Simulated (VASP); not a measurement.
# Ta (I4/mmm) in VASP: a series of runs, part 2 of 2

VASP 6.6.1.

## 5. Single point, r2SCAN (biaxial strain in the a-b plane: -6.0 %, then relaxed in part)

POSCAR

```
Ta
1.0
    3.1063848428      0.0000000000      0.0000000000
    0.0000000000      3.1063848428      0.0000000000
    0.0000000000      0.0000000000      3.6017648524
Ta
2
Direct
    0.0000000000      0.0000000000      0.0000000000
    0.5000000000      0.5000000000      0.5000000000
```

INCAR.step1

```
PREC     = Accurate       # precision mode
ENCUT    = 520            # plane-wave cutoff, eV
ISMEAR   = 0              # smearing method
SIGMA    = 0.1            # smearing width, eV
LREAL    = False          # projectors in reciprocal space
LASPH    = True           # aspherical terms in the spheres
NELM     = 80             # most SCF steps
NBANDS   = 18             # bands
GGA      = PE             # functional
ALGO     = Normal         # electronic algorithm
EDIFF    = 1E-4           # SCF threshold, eV
LWAVE    = True           # write WAVECAR
LCHARG   = False          # write CHGCAR
```

INCAR.step2

```
PREC     = Accurate       # precision mode
ENCUT    = 520            # plane-wave cutoff, eV
EDIFF    = 1E-6           # SCF threshold, eV
ISMEAR   = 0              # smearing method
SIGMA    = 0.1            # smearing width, eV
LREAL    = False          # projectors in reciprocal space
LASPH    = True           # aspherical terms in the spheres
NELM     = 80             # most SCF steps
ALGO     = Normal         # electronic algorithm
ISIF     = 2              # what is computed and relaxed
LWAVE    = False          # write WAVECAR
LCHARG   = True           # write CHGCAR
METAGGA  = R2SCAN         # meta-GGA
LMIXTAU  = True         
LELF     = True           # ELF
LVHAR    = True         
NBANDS   = 18             # bands
ISTART   = 1
```

KPOINTS

```
Automatic mesh
0
Gamma
  16 16 16
```

Potentials or basis: VASP PAW PBE potentials, release 64 (Ta_pv).

Run with:

```bash
> cat potpaw_PBE.64/Ta_pv/POTCAR > POTCAR
> cp INCAR.step1 INCAR
> mpirun -np 1 vasp_std > vasp.out
> cp INCAR.step2 INCAR
> mpirun -np 1 vasp_std > vasp.out
```

OUTCAR:

```text
PREC = Accurate
   ENCUT = 520
   EDIFF = 1E-6
   ISMEAR = 0
   LREAL = False
   LASPH = True
   NELM = 80
   ISIF = 2
   METAGGA = R2SCAN
   ISTART = 1

 ion  position               nearest neighbor table
   1  0.000  0.000  0.000-   2 2.84   2 2.84   2 2.84   2 2.84   2 2.84   2 2.84   2 2.84   2 2.84

   2  0.500  0.500  0.500-   1 2.84   1 2.84   1 2.84   1 2.84   1 2.84   1 2.84   1 2.84   1 2.84

  LATTYP: Found a simple tetragonal cell.
 ALAT       =     3.1063848428
 C/A-ratio  =     1.1594715512

  Lattice vectors:

 A1 = (   3.1063848428,   0.0000000000,   0.0000000000)
 A2 = (   0.0000000000,   3.1063848428,   0.0000000000)
 A3 = (   0.0000000000,   0.0000000000,   3.6017648524)

Analysis of symmetry for initial positions (statically):
=====================================================================
 Subroutine PRICEL returns following result:

  LATTYP: Found a body centered tetragonal cell.
 ALAT       =     3.1063848428
 C/A-ratio  =     1.1594715512

  Lattice vectors:

 A1 = (  -1.5531924214,  -1.5531924214,  -1.8008824262)
 A2 = (   1.5531924214,   1.5531924214,  -1.8008824262)
 A3 = (   1.5531924214,  -1.5531924214,   1.8008824262)

   2 primitive cells build up your supercell.

 Routine SETGRP: Setting up the symmetry group for a
 simple tetragonal supercell.

 Subroutine GETGRP returns: Found 16 space group operations
 (whereof 16 operations were pure point group operations)
 out of a pool of 16 trial point group operations.

The static configuration has the point symmetry D_4h.

Analysis of symmetry for dynamics (positions and initial velocities):
=====================================================================
 Subroutine PRICEL returns following result:

  LATTYP: Found a body centered tetragonal cell.
 ALAT       =     3.1063848428
 C/A-ratio  =     1.1594715512

  Lattice vectors:

 A1 = (  -1.5531924214,  -1.5531924214,  -1.8008824262)
 A2 = (   1.5531924214,   1.5531924214,  -1.8008824262)
 A3 = (   1.5531924214,  -1.5531924214,   1.8008824262)

   2 primitive cells build up your supercell.

 Routine SETGRP: Setting up the symmetry group for a
 simple tetragonal supercell.

 Subroutine GETGRP returns: Found 16 space group operations
 (whereof 16 operations were pure point group operations)
 out of a pool of 16 trial point group operations.

The dynamic configuration has the point symmetry D_4h.

 Subroutine INISYM returns: Found 16 space group operations
 (whereof 16 operations are pure point group operations),
 and found     2 'primitive' translations

----------------------------------------------------------------------------------------

                                     Primitive cell

  volume of cell :      17.3778

  direct lattice vectors                    reciprocal lattice vectors
    -1.553192421 -1.553192421 -1.800882426     0.000000000 -0.321917615 -0.277641668
     1.553192421  1.553192421 -1.800882426     0.321917615 -0.000000000 -0.277641668
     1.553192421 -1.553192421  1.800882426     0.321917615 -0.321917615  0.000000000

  length of vectors
     2.840420903  2.840420903  2.840420903     0.425106865  0.425106865  0.455260257

  position of ions in fractional coordinates (direct lattice)
     0.000000000  0.000000000  0.000000000

  ion indices of the primitive-cell ions
   primitive index   ion index
                 1           1

----------------------------------------------------------------------------------------

 KPOINTS: Automatic mesh

Automatic generation of k-mesh.
 Grid dimensions read from file:
 generate k-points for:   16   16   16

 Generating k-lattice:

  Cartesian coordinates                     Fractional coordinates (reciprocal lattice)
     0.020119851  0.000000000  0.000000000     0.062500000  0.000000000  0.000000000
     0.000000000  0.020119851  0.000000000     0.000000000  0.062500000  0.000000000
     0.000000000  0.000000000  0.017352604     0.000000000  0.000000000  0.062500000

  Length of vectors
     0.020119851  0.020119851  0.017352604

  Shift w.r.t. Gamma in fractional coordinates (k-lattice)
     0.000000000  0.000000000  0.000000000

 Subroutine IBZKPT returns following result:
 ===========================================

 Found    405 irreducible k-points:

 Following reciprocal coordinates:
            Coordinates               Weight
  0.000000  0.000000  0.000000      1.000000
  0.062500  0.000000  0.000000      4.000000
  0.125000  0.000000  0.000000      4.000000
  0.187500  0.000000  0.000000      4.000000
  0.250000  0.000000  0.000000      4.000000
  0.312500  0.000000  0.000000      4.000000
[... 16 lines left out ...]
  0.437500  0.125000  0.000000      8.000000
  0.500000  0.125000  0.000000      4.000000
 [... further k-points ...]
   k-points           NKPTS =    405   k-points in BZ     NKDIM =    405   number of bands    NBANDS=     18
   number of dos      NEDOS =    301   number of ions     NIONS =      2
   total plane-waves  NPLWV =  16128
   dimension x,y,z NGX =    24 NGY =   24 NGZ =   28
   dimension x,y,z NGXF=    48 NGYF=   48 NGZF=   56
   ions per type =               2
   NGX,Y,Z   is equivalent  to a cutoff of  12.84, 12.84, 12.92 a.u.
   NGXF,Y,Z  is equivalent  to a cutoff of  25.69, 25.69, 25.85 a.u.
 SYSTEM =  unknown system
   PREC   = accura    normal or accurate (medium, high low for compatibility)
   ISTART =      1    job   : 0-new  1-cont  2-samecut
   ICHARG =      0    charge: 1-file 2-atom 10-const
   ISPIN  =      1    spin polarized calculation?
   LNONCOLLINEAR =      F non collinear calculations
   LSORBIT =      F    spin-orbit coupling
   LASPH  =      T    aspherical Exc in radial PAW
   ENCUT  =  520.0 eV  38.22 Ry    6.18 a.u.   5.78  5.78  6.70*2*pi/ulx,y,z
   NELM   =     80;   NELMIN=  2; NELMDL=  0     # of ELM steps
   EDIFF  = 0.1E-05   stopping-criterion for ELM
   LREAL  =      F    real-space projection
   EDIFFG = 0.1E-04   stopping-criterion for IOM
   NSW    =      0    number of steps for IOM
   IBRION =     -1    ionic relax: 0-MD 1-quasi-New 2-CG
   NFREE  =      0    steps in history (QN), initial steepest desc. (CG)
   ISIF   =      2    stress and relaxation
   ISYM   =      2    0-nonsym 1-usesym 2-fastsym
   POTIM  = 0.5000    time-step for ionic-motion
   TEBEG  =    0.0;   TEEND  =   0.0 temperature during run
   PSTRESS=    0.0 pullay stress
   NELECT =      22.0000    total number of electrons
   NUPDOWN=      -1.0000    fix difference up-down
   EMIN   =  10.00;   EMAX   =-10.00  energy-range for DOS
   EFERMI =   0.00;   METHOD = LEGACY
   ISMEAR =     0;   SIGMA  =   0.10  broadening in eV -4-tet -1-fermi 0-gaus
   EFERMI_NEDOS =   21; number of points for ismear=-14 and -15
   IALGO  =     38    algorithm
   IMIX   =      4    mixing-type and parameters
     AMIX     =   0.40;   BMIX     =  1.00
     AMIX_MAG =   1.60;   BMIX_MAG =  1.00
  volume/ion in A,a.u.               =      17.38       117.27
  Fermi-wavevector in a.u.,A,eV,Ry     =   1.405639  2.656272 26.882673  1.975821
  Thomas-Fermi vector in A             =   2.528080
   LORBIT       =      0    0 simple, 1 ext, 2 COOP (PROOUT), +10 PAW based schemes
   METAGGA = R2SCAN    functional components
   LHFCALC =     F    Hartree Fock is set to
   AEXX    =    0.0000 exact exchange contribution
   IVDW    =     0    specifies the selected vdW correction
   LEPSILON=     F    determine dielectric tensor
   LRPA    =     F    only Hartree local field effects (RPA)
 non-spin polarized calculation
 Gauss-broadening in eV      SIGMA  =   0.10
  energy-cutoff  :      520.00
  volume of cell :       34.76
 maximum number of plane-waves:       976
 NGX is ok and might be reduce to    24
   NGX = 11   NGY = 11   NGZ = 13

 number of electron      22.0000004 magnetization

 Free energy of the ion-electron system (eV)
  ---------------------------------------------------
  ext. energy  EPLUGINS =         0.00000000
  ---------------------------------------------------
  free energy    TOTEN  =       -96.94635448 eV

  energy without entropy =      -96.93467020  energy(sigma->0) =      -96.94051234

 E-fermi :   5.7368     XC(G=0): -13.9769

 val. band max:        5.7355258723   @ k =   0.2500   0.0625   0.5000
 cond. band min:       5.7373771932   @ k =   0.1875   0.0000   0.0000
 fundamental gap:      0.0018513209
 Fermi energy:         5.7368266826

 k-point     1 :       0.0000    0.0000    0.0000
  band No.  band energies     occupation
      1     -29.6414      2.00000
      2     -29.2281      2.00000
      3     -29.2281      2.00000
      4     -28.4543      2.00000
      5     -28.4444      2.00000
      6     -28.4444      2.00000
[... 481 lines left out ...]
      5     -28.7592      2.00000
      6     -28.7592      2.00000
[... 10 lines left out ...]
     17      12.5479      0.00000
     18      12.5479      0.00000

 [... further k-points ...]
[... 5 lines left out ...]
  --------------------------------------------------------------------------------------
  -------------------------------------------------------------------------------------
  Total        3.5398946      3.5398946      0.1752389      0.0000000      0.0000000      0.0000000
  in kB      163.1830503    163.1830503      8.0782094      0.0000000      0.0000000      0.0000000
  external PRESSURE =     111.4814367 kB  Pullay stress =       0.0000000 kB

 VOLUME and BASIS-vectors are now :
 -----------------------------------------------------------------------------
  energy-cutoff  :      520.00
  volume of cell :       34.76
      direct lattice vectors                 reciprocal lattice vectors
     3.106384843  0.000000000  0.000000000     0.321917615  0.000000000  0.000000000
     0.000000000  3.106384843  0.000000000     0.000000000  0.321917615  0.000000000
     0.000000000  0.000000000  3.601764852     0.000000000  0.000000000  0.277641668

 POSITION                                       TOTAL-FORCE (eV/Angst)
 -----------------------------------------------------------------------------------
      0.00000      0.00000      0.00000        -0.000000     -0.000000      0.000000
      1.55319      1.55319      1.80088         0.000000      0.000000     -0.000000
 -----------------------------------------------------------------------------------
    total drift:                                0.000000      0.000000     -0.000000

  FREE ENERGIE OF THE ION-ELECTRON SYSTEM (eV)
  ---------------------------------------------------
  free  energy   TOTEN  =       -96.9463544821 eV

  energy  without entropy=      -96.9346701982  energy(sigma->0) =      -96.94051234
```

It took 14 min on 1 thread of Intel Xeon 8259CL, shared host; peak memory 0.32 GiB.

What came out:

* Free energy: -96.9464 eV
* Pressure: 11.1 GPa
* Band gap on the k mesh: zero (bands 11 and 12 overlap by 3.72 eV)

Stress tensor (GPa, compression positive):
```
16.32  0.00  0.00
 0.00 16.32  0.00
 0.00  0.00  0.81
```

Caveat: the cell differs from its parent crystal (biaxial strain in the a-b plane: -6.0 %, then relaxed in part); the stress differs along the axes, from 1 to 16 GPa; the PAW data sets were made with another functional, which shifts forces and pressure a little; spin-orbit coupling is left out, which moves the levels of the heavy elements.

## 6. Single point, r2SCAN (biaxial strain in the a-b plane: -4.0 %, then relaxed in part)

POSCAR

```
Ta
1.0
    3.1724781373      0.0000000000      0.0000000000
    0.0000000000      3.1724781373      0.0000000000
    0.0000000000      0.0000000000      3.4876892779
Ta
2
Direct
    0.0000000000      0.0000000000      0.0000000000
    0.5000000000      0.5000000000      0.5000000000
```

INCAR.step1

```
SYSTEM = Ta
PREC = Accurate ; ENCUT = 520
ISMEAR = 0 ; SIGMA = 0.1
LREAL = .False. ; LASPH = .True.
NELM = 100 ; NBANDS = 18
GGA = PE ; ALGO = Normal
EDIFF = 1E-4 ; LWAVE = .True.
LCHARG = .False.
```

INCAR.step2

```
SYSTEM = Ta
PREC = Accurate ; ENCUT = 520
EDIFF = 1E-7 ; ISMEAR = 0
SIGMA = 0.1 ; LREAL = .False.
LASPH = .True. ; NELM = 100
ALGO = Normal ; ISIF = 2
LWAVE = .False. ; LCHARG = .True.
METAGGA = R2SCAN ; LMIXTAU = .True.
LELF = .True. ; LVHAR = .True.
NBANDS = 18 ; ISTART = 1
```

KPOINTS

```
regular mesh
0
Gamma
  16 16 16
  0 0 0
```

Potentials or basis: VASP PAW PBE potentials, release 64 (Ta_pv).

Run with:

```bash
> cat potpaw_PBE.64/Ta_pv/POTCAR > POTCAR
> cp INCAR.step1 INCAR
> mpirun -np 1 vasp_std > vasp.out
> cp INCAR.step2 INCAR
> mpirun -np 1 vasp_std > vasp.out
```

Wall time 13 min (1 thread of Intel Xeon 8259CL, shared host); peak memory 0.32 GiB.

The run converged. Its results:

```yaml
Free_energy: -97.0668 eV
Pressure: 7.6 GPa
Band_gap_on_the_k_mesh: zero (bands 11 and 12 overlap by 3.37 eV)
```

Stress tensor (GPa, compression positive):
```
11.00  0.00  0.00
 0.00 11.00  0.00
 0.00  0.00  0.77
```

Levels at points of the mesh, in eV from the Fermi level:
| k point | band 7 | band 8 | band 9 | band 10 | band 11 | band 12 | band 13 | band 14 | band 15 | band 16 |
| --- | --- | --- | --- | --- | --- | --- | --- | --- | --- | --- |
| (0.00, 0.00, 0.00) | -8.47 | -4.29 | -3.99 | 0.48 | 0.48 | 1.73 | 3.44 | 5.11 | 7.09 | 7.43 |
| (0.50, 0.00, 0.00) | -3.77 | -3.77 | -0.92 | -0.92 | 0.57 | 0.57 | 1.60 | 1.60 | 3.30 | 3.30 |
| (0.50, 0.50, 0.00) | -4.69 | -4.69 | -2.49 | -2.49 | 2.09 | 2.09 | 5.41 | 5.41 | 5.95 | 5.95 |
| (0.00, 0.00, 0.50) | -4.42 | -4.42 | -1.27 | -1.27 | 1.82 | 1.82 | 1.82 | 1.82 | 3.95 | 3.95 |
| (0.50, 0.00, 0.50) | -4.73 | -4.73 | -1.18 | -1.18 | 1.35 | 1.35 | 3.29 | 3.29 | 5.58 | 5.58 |
| (0.50, 0.50, 0.50) | -1.79 | -1.79 | -1.22 | -1.22 | -1.22 | -1.22 | 4.78 | 4.78 | 6.05 | 6.05 |

Caveat: the cell differs from its parent crystal (biaxial strain in the a-b plane: -4.0 %, then relaxed in part); the stress differs along the axes, from 1 to 11 GPa; the PAW data sets were made with another functional, which shifts forces and pressure a little; spin-orbit coupling is left out, which moves the levels of the heavy elements.

## 7. Single point, r2SCAN (uniaxial strain along a: -6.0 %, then relaxed in part)

POSCAR

```
Ta
1.0
    3.1063848428      0.0000000000      0.0000000000
    0.0000000000      3.3952968090      0.0000000000
    0.0000000000      0.0000000000      3.3952968090
Ta
2
Direct
    0.0000000000      0.0000000000      0.0000000000
    0.5000000000      0.5000000000      0.5000000000
```

INCAR.step1

```
SYSTEM = Ta
ALGO = Normal
EDIFF = 1E-4
ENCUT = 520
GGA = PE
ISMEAR = 0
LASPH = .TRUE.
LCHARG = .FALSE.
LREAL = .FALSE.
LWAVE = .TRUE.
NBANDS = 18
NELM = 80
PREC = Accurate
SIGMA = 0.1
```

INCAR.step2

```
SYSTEM = Ta
ALGO = Normal
EDIFF = 1E-6
ENCUT = 520
ISIF = 2
ISMEAR = 0
ISTART = 1
LASPH = .TRUE.
LCHARG = .TRUE.
LELF = .TRUE.
LMIXTAU = .TRUE.
LREAL = .FALSE.
LVHAR = .TRUE.
LWAVE = .FALSE.
METAGGA = R2SCAN
NBANDS = 18
NELM = 80
PREC = Accurate
SIGMA = 0.1
```

KPOINTS

```
k-points
0
G
  16 16 16
  0 0 0
```

Run with:

```bash
> cat potpaw_PBE.64/Ta_pv/POTCAR > POTCAR
> cp INCAR.step1 INCAR
> mpirun -np 1 vasp_std > vasp.out
> cp INCAR.step2 INCAR
> mpirun -np 1 vasp_std > vasp.out
```

It took 11 min on 1 thread of Oxide Virtual Turin-like, shared host; peak memory 0.29 GiB.

Results (log left out):

```
Free energy            : -97.1039 eV
Pressure               : 3.0 GPa
Band gap on the k mesh : zero (bands 11 and 12 overlap by 2.93 eV)
```

Stress tensor (GPa, compression positive):
```
7.75 0.00 0.00
0.00 0.69 0.00
0.00 0.00 0.69
```

Levels at points of the mesh, in eV from the Fermi level:
```csv
k point,band 8,band 9,band 10,band 11,band 12,band 13,band 14,band 15
"(0.00, 0.00, 0.00)",-4.11,-3.90,0.03,1.34,1.34,3.37,5.13,7.07
"(0.50, 0.00, 0.00)",-3.54,-0.67,-0.67,0.82,0.82,0.82,0.82,3.00
"(0.00, 0.50, 0.00)",-4.18,-1.10,-1.10,1.06,1.06,2.10,2.10,3.69
"(0.50, 0.50, 0.00)",-4.58,-1.99,-1.99,1.75,1.75,4.27,4.27,6.06
"(0.00, 0.50, 0.50)",-4.67,-0.67,-0.67,1.03,1.03,3.10,3.10,4.80
"(0.50, 0.50, 0.50)",-1.57,-1.57,-1.57,-1.00,-1.00,5.11,5.11,5.41
```

Caveat: the cell differs from its parent crystal (uniaxial strain along a: -6.0 %, then relaxed in part); the stress differs along the axes, from 1 to 8 GPa; the PAW data sets were made with another functional, which shifts forces and pressure a little; spin-orbit coupling is left out, which moves the levels of the heavy elements.

## 8. Overview

```tsv
cell	gap on the mesh (eV)	pressure (GPa)
a = 3.503, b = 3.255, c = 3.255 Å, 2 atoms	none	-4.3
a = 3.106, b = 3.106, c = 3.424 Å, 2 atoms	none	23.1
a = 3.172, b = 3.172, c = 3.384 Å, 2 atoms	none	14.4
a = 3.106, b = 3.106, c = 3.602 Å, 2 atoms	none	11.1
a = 3.172, b = 3.172, c = 3.488 Å, 2 atoms	none	7.6
a = 3.106, b = 3.395, c = 3.395 Å, 2 atoms	none	3.0
```

Alike in all rows: task single point; level r2SCAN; potentials or basis VASP PAW PBE potentials, release 64 (Ta_pv); no spin polarisation; k mesh 16 × 16 × 16; cutoff (eV) 520; smearing gaussian 0.1 eV.

Caveats: the PAW data sets were made with another functional, which shifts forces and pressure a little; spin-orbit coupling is left out, which moves the levels of the heavy elements; the stress differs along the axes, from -9 to -2 GPa (at least some runs); the stress differs along the axes, from 14 to 28 GPa (at least some runs); the stress differs along the axes, from 9 to 17 GPa (at least some runs); the stress differs along the axes, from 1 to 16 GPa (at least some runs); the stress differs along the axes, from 1 to 11 GPa (at least some runs).

Total energies depend on the potentials used, so only differences within one code and one set of settings carry meaning.
